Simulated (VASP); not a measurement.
# WSe2 (P6_3/mmc) in VASP: notebook, part 2 of 2

VASP 6.6.1. The steps go on from the part before.

### Step 4. Single point, r2SCAN (epitaxial xy strain +1.0%)

The input, POSCAR:

```
WSe2
1.0
    3.3326641206      0.0000000000      0.0000000000
   -1.6663320603      2.8861717907      0.0000000000
    0.0000000000      0.0000000000     13.0829574032
W Se
2 4
Direct
    0.3333333333      0.6666666667      0.2500000000
    0.6666666667      0.3333333333      0.7500000000
    0.6666666667      0.3333333333      0.3764016297
    0.6666666667      0.3333333333      0.1235983703
    0.3333333333      0.6666666667      0.8764016297
    0.3333333333      0.6666666667      0.6235983703
```

The input, INCAR.step1:

```
PREC = Accurate
ENCUT = 520
ISMEAR = 0
SIGMA = 0.01
LREAL = False
LASPH = True
NELM = 80
NBANDS = 35
GGA = PE
ALGO = Normal
EDIFF = 1E-4
LWAVE = True
LCHARG = False
```

The input, INCAR.step2:

```
PREC = Accurate
ENCUT = 520
EDIFF = 1E-7
ISMEAR = 0
SIGMA = 0.01
LREAL = False
LASPH = True
NELM = 80
ALGO = Normal
ISIF = 2
LWAVE = False
LCHARG = False
METAGGA = R2SCAN
LMIXTAU = True
NBANDS = 35
ISTART = 1
```

The input, KPOINTS:

```
Automatic mesh
0
Gamma
  12 12 2
```

Potentials or basis: VASP PAW PBE potentials, release 64 (W_sv, Se).

Launch:

```
$ cat potpaw_PBE.64/W_sv/POTCAR potpaw_PBE.64/Se/POTCAR > POTCAR
$ cp INCAR.step1 INCAR
$ mpirun -np 1 vasp_std > vasp.out
$ cp INCAR.step2 INCAR
$ mpirun -np 1 vasp_std > vasp.out
```

OUTCAR:

```text
PREC = Accurate
   ENCUT = 520
   EDIFF = 1E-7
   ISMEAR = 0
   LREAL = False
   LASPH = True
   NELM = 80
   ISIF = 2
   METAGGA = R2SCAN
   ISTART = 1

 ion  position               nearest neighbor table
   1  0.333  0.667  0.250-   3 2.54   4 2.54   3 2.54   4 2.54   3 2.54   4 2.54
   2  0.667  0.333  0.750-   5 2.54   6 2.54   5 2.54   6 2.54   5 2.54   6 2.54
   3  0.667  0.333  0.376-   1 2.54   1 2.54   1 2.54
   4  0.667  0.333  0.124-   1 2.54   1 2.54   1 2.54
   5  0.333  0.667  0.876-   2 2.54   2 2.54   2 2.54
   6  0.333  0.667  0.624-   2 2.54   2 2.54   2 2.54

  LATTYP: Found a hexagonal cell.
 ALAT       =     3.3326641206
 C/A-ratio  =     3.9256753545

  Lattice vectors:

 A1 = (   3.3326641206,   0.0000000000,   0.0000000000)
 A2 = (  -1.6663320603,   2.8861717907,   0.0000000000)
 A3 = (   0.0000000000,   0.0000000000,  13.0829574032)

Analysis of symmetry for initial positions (statically):
=====================================================================
 Subroutine PRICEL returns:
[... 178 lines left out ...]
  free energy    TOTEN  =      -163.56593665 eV

  energy without entropy =     -163.56593665  energy(sigma->0) =     -163.56593665

 E-fermi :   5.9508     XC(G=0): -11.1873

 val. band max:        5.7882433724   @ k =   0.0000   0.0000   0.0000
 cond. band min:       6.9161448965   @ k =   0.1667   0.1667   0.0000
 fundamental gap:      1.1279015241
 Fermi energy:         5.9507974796

 k-point     1 :       0.0000    0.0000    0.0000
  band No.  band energies     occupation
      1     -70.6389      2.00000
      2     -70.6389      2.00000
      3     -34.2053      2.00000
      4     -34.2053      2.00000
      5     -34.1212      2.00000
      6     -34.1212      2.00000
[... 901 lines left out ...]
     34       9.7624      0.00000
     35      11.7137      0.00000

 [... further k-points ...]
[... 5 lines left out ...]
  --------------------------------------------------------------------------------------
  -------------------------------------------------------------------------------------
  Total       -0.5407290     -0.5407290      1.2231306      0.0000000      0.0000000      0.0000000
  in kB       -6.8844711     -6.8844711     15.5726943      0.0000000      0.0000000      0.0000000
  external PRESSURE =       0.6012507 kB  Pullay stress =       0.0000000 kB

 VOLUME and BASIS-vectors are now :
 -----------------------------------------------------------------------------
  energy-cutoff  :      520.00
  volume of cell :      125.84
      direct lattice vectors                 reciprocal lattice vectors
     3.332664121  0.000000000  0.000000000     0.300060241  0.173239861  0.000000000
    -1.666332060  2.886171791  0.000000000     0.000000000  0.346479722  0.000000000
     0.000000000  0.000000000 13.082957403     0.000000000  0.000000000  0.076435317

 POSITION                                       TOTAL-FORCE (eV/Angst)
 -----------------------------------------------------------------------------------
     -0.00000      1.92411      3.27074        -0.000000     -0.000000      0.000000
      1.66633      0.96206      9.81222         0.000000      0.000000      0.000000
      1.66633      0.96206      4.92445        -0.000000      0.000000      0.005128
      1.66633      0.96206      1.61703        -0.000000      0.000000     -0.005128
     -0.00000      1.92411     11.46593         0.000000     -0.000000      0.005128
     -0.00000      1.92411      8.15851         0.000000     -0.000000     -0.005128
 -----------------------------------------------------------------------------------
    total drift:                               -0.000000      0.000000     -0.000000

  FREE ENERGIE OF THE ION-ELECTRON SYSTEM (eV)
  ---------------------------------------------------
  free  energy   TOTEN  =      -163.5659366534 eV

  energy  without entropy=     -163.5659366534  energy(sigma->0) =     -163.56593665
```

Run time: 9.8 min. Hardware: 1 thread of Intel Xeon 6975P-C, shared host; peak memory 0.38 GiB.

What came out:

```yaml
Free_energy: -163.5659 eV
Pressure: 0.1 GPa
Largest_force: 0.005 eV/Å
Band_gap_on_the_k_mesh: 1.13 eV, indirect (least direct gap 1.49 eV)
```

Forces in eV/Å, atoms in the order of the input:
```
W    0.000  0.000  0.000
W    0.000  0.000  0.000
Se   0.000  0.000  0.005
Se   0.000  0.000 -0.005
Se   0.000  0.000  0.005
Se   0.000  0.000 -0.005
```

Stress tensor (GPa, compression positive):
```
-0.69  0.00  0.00
 0.00 -0.69  0.00
 0.00  0.00  1.56
```

Caveat: the cell differs from its parent crystal (epitaxial xy strain +1.0%); the PAW data sets were made with another functional, which shifts forces and pressure a little; spin-orbit coupling is left out, which moves the levels of the heavy elements. A k mesh can miss the band edges.

### Step 5. Overview

```tsv
cell	gap on the mesh (eV)	pressure (GPa)	largest force (eV/Å)
a = 3.234, b = 3.234, c = 13.280 Å, angles 90.0, 90.0, 120.0°, 6 atoms	1.24	5.2	0.01
a = 3.267, b = 3.267, c = 13.214 Å, angles 90.0, 90.0, 120.0°, 6 atoms	1.20	3.4	0.01
a = 3.333, b = 3.333, c = 13.083 Å, angles 90.0, 90.0, 120.0°, 6 atoms	1.13	0.1	0.01
```

Alike in all rows: task single point; level r2SCAN; potentials or basis VASP PAW PBE potentials, release 64 (W_sv, Se); no spin polarisation; k mesh 12 × 12 × 2; cutoff (eV) 520; smearing gaussian 0.01 eV.

Caveats: the PAW data sets were made with another functional, which shifts forces and pressure a little; spin-orbit coupling is left out, which moves the levels of the heavy elements.

Total energies depend on the potentials used, so only differences within one code and one set of settings carry meaning.
